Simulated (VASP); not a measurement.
# SnO2 (R-3m) in VASP: further runs

The runs below take SnO2 through single point, with LDA, PBEsol.

Program: VASP 6.6.1. These are calculated values, not measurements. Logs are shortened: lines on timing, memory, paths and dates and some standing lists are left out, and cuts for length are marked.

### Step 1. The cell of the first run

Symmetry: R-3m, No. 166, trigonal system. Conventional cell: a = 3.298 Å, b = 3.298 Å, c = 14.684 Å, α = 90.00°, β = 90.00°, γ = 120.00°. Within 2.9 Å of Sn (site symmetry -3m) lie 6 O at 2.17 Å. O (site symmetry 3m) has 3 Sn at 2.17 Å and 3 O at 2.81 Å within 2.9 Å.

### Step 2. Single point, LDA

Contents of INCAR:

```
SYSTEM = SnO2
ALGO     = Normal         ! electronic algorithm
EDIFF    = 1E-7           ! SCF threshold, eV
ENCUT    = 520            ! plane-wave cutoff, eV
ISIF     = 2              ! what is computed and relaxed
ISMEAR   = -1             ! smearing method
LASPH    = .True.         ! aspherical terms in the spheres
LCHARG   = .False.        ! write CHGCAR
LREAL    = .False.        ! projectors in reciprocal space
LWAVE    = .False.        ! write WAVECAR
NBANDS   = 20             ! bands
NELM     = 80             ! most SCF steps
PREC     = Accurate       ! precision mode
SIGMA    = 0.05           ! smearing width, eV
```

Contents of KPOINTS:

```
k-points
0
Gamma
  8 8 8
  0 0 0
```

Contents of POSCAR:

```
SnO2
1.0
    1.6488088345      0.9519402245      4.8947457539
   -1.6488088345      0.9519402245      4.8947457539
    0.0000000000     -1.9038804490      4.8947457539
Sn O
1 2
Direct
    0.5000000000      0.5000000000      0.5000000000
    0.7628300000      0.7628300000      0.7628300000
    0.2371700000      0.2371700000      0.2371700000
```

Potentials or basis: VASP PAW LDA potentials, release 64 (Sn_d, O).

On the command line:

```console
$ cat potpaw_LDA.64/Sn_d/POTCAR potpaw_LDA.64/O/POTCAR > POTCAR
$ mpirun -np 1 vasp_std > vasp.out
```

OUTCAR:

```text
SYSTEM = SnO2
   EDIFF = 1E-7
   ENCUT = 520
   ISIF = 2
   ISMEAR = -1
   LASPH = .True.
   LREAL = .False.
   NELM = 80
   PREC = Accurate

 ion  position               nearest neighbor table
   1  0.500  0.500  0.500-   3 2.17   3 2.17   2 2.17   2 2.17   3 2.17   2 2.17
   2  0.763  0.763  0.763-   1 2.17   1 2.17   1 2.17
   3  0.237  0.237  0.237-   1 2.17   1 2.17   1 2.17

  LATTYP: Found a trigonal (rhomboedric) cell.
 ALAT       =     5.2519802702
 COS(alpha) =     0.8028828391

  Lattice vectors:

 A1 = (   1.6488088345,   0.9519402245,   4.8947457539)
 A2 = (  -1.6488088345,   0.9519402245,   4.8947457539)
 A3 = (   0.0000000000,  -1.9038804490,   4.8947457539)

Analysis of symmetry for initial positions (statically):
=====================================================================
 Subroutine PRICEL returns:
 Original cell was already a primitive cell.

 Routine SETGRP: Setting up the symmetry group for a
 trigonal (rhombohedral) supercell.

 Subroutine GETGRP returns: Found 12 space group operations
 (whereof 12 operations were pure point group operations)
 out of a pool of 12 trial point group operations.

The static configuration has the point symmetry D_3d.

Analysis of symmetry for dynamics (positions and initial velocities):
=====================================================================
 Subroutine PRICEL returns:
 Original cell was already a primitive cell.

 Routine SETGRP: Setting up the symmetry group for a
 trigonal (rhombohedral) supercell.

 Subroutine GETGRP returns: Found 12 space group operations
 (whereof 12 operations were pure point group operations)
 out of a pool of 12 trial point group operations.

The dynamic configuration has the point symmetry D_3d.

 Subroutine INISYM returns: Found 12 space group operations
 (whereof 12 operations are pure point group operations),
 and found     1 'primitive' translations

----------------------------------------------------------------------------------------

                                     Primitive cell

  volume of cell :      46.0958

  direct lattice vectors                    reciprocal lattice vectors
     1.648808835  0.951940225  4.894745754     0.303249224  0.175081021  0.068100234
    -1.648808835  0.951940225  4.894745754    -0.303249224  0.175081021  0.068100234
     0.000000000 -1.903880449  4.894745754     0.000000000 -0.350162042  0.068100234

  length of vectors
     5.251980270  5.251980270  5.251980270     0.356722719  0.356722719  0.356722719

  position of ions in fractional coordinates (direct lattice)
     0.500000000  0.500000000  0.500000000
     0.762830000  0.762830000  0.762830000
     0.237170000  0.237170000  0.237170000

  ion indices of the primitive-cell ions
   primitive index   ion index
                 1           1
                 2           2
                 3           3

----------------------------------------------------------------------------------------

 KPOINTS: k-points

Automatic generation of k-mesh.
 Grid dimensions read from file:
 generate k-points for:    8    8    8

 Generating k-lattice:

  Cartesian coordinates                     Fractional coordinates (reciprocal lattice)
     0.037906153  0.021885128  0.008512529     0.125000000  0.000000000  0.000000000
    -0.037906153  0.021885128  0.008512529     0.000000000  0.125000000  0.000000000
     0.000000000 -0.043770255  0.008512529     0.000000000  0.000000000  0.125000000

  Length of vectors
     0.044590340  0.044590340  0.044590340

  Shift w.r.t. Gamma in fractional coordinates (k-lattice)
     0.000000000  0.000000000  0.000000000

 Subroutine IBZKPT returns following result:
 ===========================================

 Found     65 irreducible k-points:

 Following reciprocal coordinates:
            Coordinates               Weight
  0.000000  0.000000  0.000000      1.000000
  0.125000  0.000000  0.000000      6.000000
  0.250000  0.000000  0.000000      6.000000
  0.375000  0.000000  0.000000      6.000000
  0.500000  0.000000  0.000000      3.000000
  0.125000  0.125000  0.000000      6.000000
[... 16 lines left out ...]
  0.250000  0.125000  0.125000      6.000000
  0.375000  0.125000  0.125000      6.000000
 [... further k-points ...]
   k-points           NKPTS =     65   k-points in BZ     NKDIM =     65   number of bands    NBANDS=     20
   number of dos      NEDOS =    301   number of ions     NIONS =      3
   total plane-waves  NPLWV =  64000
   dimension x,y,z NGX =    40 NGY =   40 NGZ =   40
   dimension x,y,z NGXF=    80 NGYF=   80 NGZF=   80
   ions per type =               1   2
   NGX,Y,Z   is equivalent  to a cutoff of  12.66, 12.66, 12.66 a.u.
   NGXF,Y,Z  is equivalent  to a cutoff of  25.32, 25.32, 25.32 a.u.
 SYSTEM =  SnO2
   PREC   = accura    normal or accurate (medium, high low for compatibility)
   ISTART =      0    job   : 0-new  1-cont  2-samecut
   ICHARG =      2    charge: 1-file 2-atom 10-const
   ISPIN  =      1    spin polarized calculation?
   LNONCOLLINEAR =      F non collinear calculations
   LSORBIT =      F    spin-orbit coupling
   LASPH  =      T    aspherical Exc in radial PAW
   ENCUT  =  520.0 eV  38.22 Ry    6.18 a.u.   9.77  9.77  9.77*2*pi/ulx,y,z
   NELM   =     80;   NELMIN=  2; NELMDL= -5     # of ELM steps
   EDIFF  = 0.1E-06   stopping-criterion for ELM
   LREAL  =      F    real-space projection
   EDIFFG = 0.1E-05   stopping-criterion for IOM
   NSW    =      0    number of steps for IOM
   IBRION =     -1    ionic relax: 0-MD 1-quasi-New 2-CG
   NFREE  =      0    steps in history (QN), initial steepest desc. (CG)
   ISIF   =      2    stress and relaxation
   ISYM   =      2    0-nonsym 1-usesym 2-fastsym
   POTIM  = 0.5000    time-step for ionic-motion
   TEBEG  =    0.0;   TEEND  =   0.0 temperature during run
   PSTRESS=    0.0 pullay stress
   NELECT =      26.0000    total number of electrons
   NUPDOWN=      -1.0000    fix difference up-down
   EMIN   =  10.00;   EMAX   =-10.00  energy-range for DOS
   EFERMI =   0.00;   METHOD = LEGACY
   ISMEAR =    -1;   SIGMA  =   0.05  broadening in eV -4-tet -1-fermi 0-gaus
   EFERMI_NEDOS =   21; number of points for ismear=-14 and -15
   IALGO  =     38    algorithm
   IMIX   =      4    mixing-type and parameters
     AMIX     =   0.40;   BMIX     =  1.00
     AMIX_MAG =   1.60;   BMIX_MAG =  1.00
  volume/ion in A,a.u.               =      15.37       103.69
  Fermi-wavevector in a.u.,A,eV,Ry     =   1.352629  2.556099 24.893305  1.829606
  Thomas-Fermi vector in A             =   2.479952
   LORBIT       =      0    0 simple, 1 ext, 2 COOP (PROOUT), +10 PAW based schemes
   GGA     = CA    functional components
   LHFCALC =     F    Hartree Fock is set to
   AEXX    =    0.0000 exact exchange contribution
   IVDW    =     0    specifies the selected vdW correction
   LEPSILON=     F    determine dielectric tensor
   LRPA    =     F    only Hartree local field effects (RPA)
 non-spin polarized calculation
  energy-cutoff  :      520.00
  volume of cell :       46.10
 maximum number of plane-waves:      1260
   NGX = 19   NGY = 19   NGZ = 19

 number of electron      25.9999991 magnetization

 Free energy of the ion-electron system (eV)
  ---------------------------------------------------
  ext. energy  EPLUGINS =         0.00000000
  ---------------------------------------------------
  free energy    TOTEN  =       -20.24790909 eV

  energy without entropy =      -20.24790906  energy(sigma->0) =      -20.24790907

 E-fermi :   3.2620     XC(G=0): -10.2790

 val. band max:        2.4451055862   @ k =  -0.1250   0.1250   0.0000
 cond. band min:       3.8700704361   @ k =   0.0000   0.0000   0.0000
 fundamental gap:      1.4249648499
 Fermi energy:         3.2619551216

 k-point     1 :       0.0000    0.0000    0.0000
  band No.  band energies     occupation
      1     -17.4771      2.00000
      2     -17.3412      2.00000
      3     -17.3412      2.00000
      4     -17.1981      2.00000
      5     -17.1981      2.00000
      6     -14.9928      2.00000
[... 12 lines left out ...]
     19      18.8872      0.00000
     20      18.8873      0.00000

 k-point     2 :       0.1250    0.0000    0.0000
  band No.  band energies     occupation
      1     -17.4587      2.00000
      2     -17.4067      2.00000
      3     -17.3161      2.00000
      4     -17.2186      2.00000
      5     -17.1971      2.00000
      6     -14.8753      2.00000
[... 12 lines left out ...]
     19      16.7124      0.00000
     20      18.9929      0.00000

 k-point     3 :       0.2500    0.0000    0.0000
  band No.  band energies     occupation
      1     -17.6585      2.00000
      2     -17.3358      2.00000
      3     -17.2770      2.00000
      4     -17.2390      2.00000
      5     -17.1720      2.00000
      6     -14.5253      2.00000
[... 12 lines left out ...]
     19      15.1787      0.00000
     20      18.6994      0.00000

 k-point     4 :       0.3750    0.0000    0.0000
  band No.  band energies     occupation
      1     -17.8561      2.00000
      2     -17.3124      2.00000
      3     -17.2718      2.00000
      4     -17.2004      2.00000
      5     -17.1114      2.00000
      6     -14.0540      2.00000
[... 12 lines left out ...]
     19      14.5014      0.00000
     20      16.5310      0.00000

 k-point     5 :       0.5000    0.0000    0.0000
  band No.  band energies     occupation
      1     -17.9326      2.00000
      2     -17.3185      2.00000
      3     -17.2742      2.00000
      4     -17.1712      2.00000
      5     -17.0812      2.00000
      6     -13.8019      2.00000
[... 12 lines left out ...]
     19      14.9724      0.00000
     20      15.2005      0.00000
[... 353 lines left out ...]
      6     -13.8286      2.00000
[... 12 lines left out ...]
     19      14.4956      0.00000
     20      18.2670      0.00000

 k-point    22 :       0.1250    0.1250    0.1250
  band No.  band energies     occupation
      1     -17.4772      2.00000
      2     -17.3412      2.00000
      3     -17.3412      2.00000
      4     -17.1981      2.00000
      5     -17.1981      2.00000
      6     -14.9800      2.00000
[... 12 lines left out ...]
     19      18.9018      0.00000
     20      18.9149      0.00000

 k-point    23 :       0.2500    0.1250    0.1250
  band No.  band energies     occupation
      1     -17.4589      2.00000
      2     -17.4072      2.00000
      3     -17.3161      2.00000
      4     -17.2186      2.00000
      5     -17.1971      2.00000
      6     -14.8547      2.00000
[... 12 lines left out ...]
     19      16.6888      0.00000
     20      19.0190      0.00000

 k-point    24 :       0.3750    0.1250    0.1250
  band No.  band energies     occupation
      1     -17.6594      2.00000
      2     -17.3363      2.00000
      3     -17.2769      2.00000
      4     -17.2390      2.00000
      5     -17.1720      2.00000
      6     -14.4994      2.00000
[... 12 lines left out ...]
     19      15.1211      0.00000
     20      18.0031      0.00000

 [... further k-points ...]

------------------------ aborting loop because EDIFF is reached ----------------------------------------

  FORCE on cell =-STRESS in cart. coord.  units (eV):
  Direction    XX          YY          ZZ          XY          YZ          ZX
  --------------------------------------------------------------------------------------
  -------------------------------------------------------------------------------------
  Total       -4.8397462     -4.8397462     -3.0721298      0.0000000      0.0000000      0.0000000
  in kB     -168.2177409   -168.2177409   -106.7797178      0.0000000      0.0000000      0.0000000
  external PRESSURE =    -147.7383998 kB  Pullay stress =       0.0000000 kB

 VOLUME and BASIS-vectors are now :
 -----------------------------------------------------------------------------
  energy-cutoff  :      520.00
  volume of cell :       46.10
      direct lattice vectors                 reciprocal lattice vectors
     1.648808835  0.951940225  4.894745754     0.303249224  0.175081021  0.068100234
    -1.648808835  0.951940225  4.894745754    -0.303249224  0.175081021  0.068100234
     0.000000000 -1.903880449  4.894745754     0.000000000 -0.350162042  0.068100234

 POSITION                                       TOTAL-FORCE (eV/Angst)
 -----------------------------------------------------------------------------------
      0.00000      0.00000      7.34212         0.000000     -0.000000      0.000000
      0.00000      0.00000     11.20158        -0.000000     -0.000000      1.134429
      0.00000      0.00000      3.48266        -0.000000      0.000000     -1.134429
 -----------------------------------------------------------------------------------
    total drift:                                0.000000      0.000000      0.000000

  FREE ENERGIE OF THE ION-ELECTRON SYSTEM (eV)
  ---------------------------------------------------
  free  energy   TOTEN  =       -20.2479090886 eV

  energy  without entropy=      -20.2479090558  energy(sigma->0) =      -20.24790907
```

Run time: 2.1 min. Hardware: 1 thread of Intel Xeon Platinum 8488C (Sapphire Rapids), shared host; peak memory 0.22 GiB.

Results:

```
Free energy            : -20.2479 eV
Pressure               : -14.8 GPa
Largest force          : 1.134 eV/Å
Band gap on the k mesh : 1.43 eV (least direct gap 1.51 eV)
```

Forces in eV/Å, atoms in the order of the input:
```
Sn   0.000  0.000  0.000
O    0.000  0.000  1.134
O    0.000  0.000 -1.134
```

Caveat: the cell stands under tension; spin-orbit coupling is left out, which moves the levels of the heavy elements; forces of over 1 eV/Å act on the atoms, so gaps and moduli don't describe the material at rest. A k mesh can miss the band edges.

(Part 1 of 2 ends here.)
